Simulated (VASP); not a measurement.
Wanted: the native input for a VASP 6.6.1 run.

* Task: single point
* Functional: LDA
* Potentials or basis: VASP PAW LDA potentials, release 64 (Al, Fe)
* Cutoff: 520 eV
* k mesh: 6 × 6 × 6
* Occupations: fermi-dirac, width 0.1 eV
* Spin: collinear spin, ferromagnetic start
* Starting moments: [0.0, 2.4, 2.4, 2.4] μB
* Dipole correction: no
* Further INCAR settings: ALGO = Normal; EDIFF = 1e-07; NBANDS = 26

The structure of AlFe3 lies in POSCAR:

```
AlFe3
1.0
    3.6871808867      0.0000000000      0.0000000000
    0.0000000000      3.6871808867      0.0000000000
    0.0000000000      0.0000000000      3.6871808867
Al Fe
1 3
Direct
    0.0000000000      0.0000000000      0.0000000000
    0.0000000000      0.5000000000      0.5000000000
    0.5000000000      0.0000000000      0.5000000000
    0.5000000000      0.5000000000      0.0000000000
```

The input as run:

INCAR

```
SYSTEM = AlFe3
ALGO = Normal
EDIFF = 1E-7
ENCUT = 520
GGA = CA
ISIF = 2
ISMEAR = -1
ISPIN = 2
LASPH = .True.
LCHARG = .False.
LMAXMIX = 4
LORBIT = 11
LREAL = .False.
LWAVE = .False.
MAGMOM = 0 2.4 2.4 2.4
NBANDS = 26
NELM = 150
PREC = Accurate
SIGMA = 0.1
```

KPOINTS

```
k-points
0
Gamma
  6 6 6
  0 0 0
```

Potentials or basis: VASP PAW LDA potentials, release 64 (Al, Fe).

The run is started by

```bash
$ cat potpaw_LDA.64/Al/POTCAR potpaw_LDA.64/Fe/POTCAR > POTCAR
$ mpirun -np 1 vasp_std > vasp.out
```

Results of the run:

* Pressure: -18.4 GPa
* Net moment: 6.66 μB per cell
* Site moments: Al -0.06; Fe +2.23 μB
* Valence electrons inside the program's atomic spheres: Al 0.83; Fe 7.18

Caveat: the cell stands under tension.

It took 67 s on 1 thread of Intel Xeon 8259CL, with other jobs on the host, peak memory 0.17 GiB.
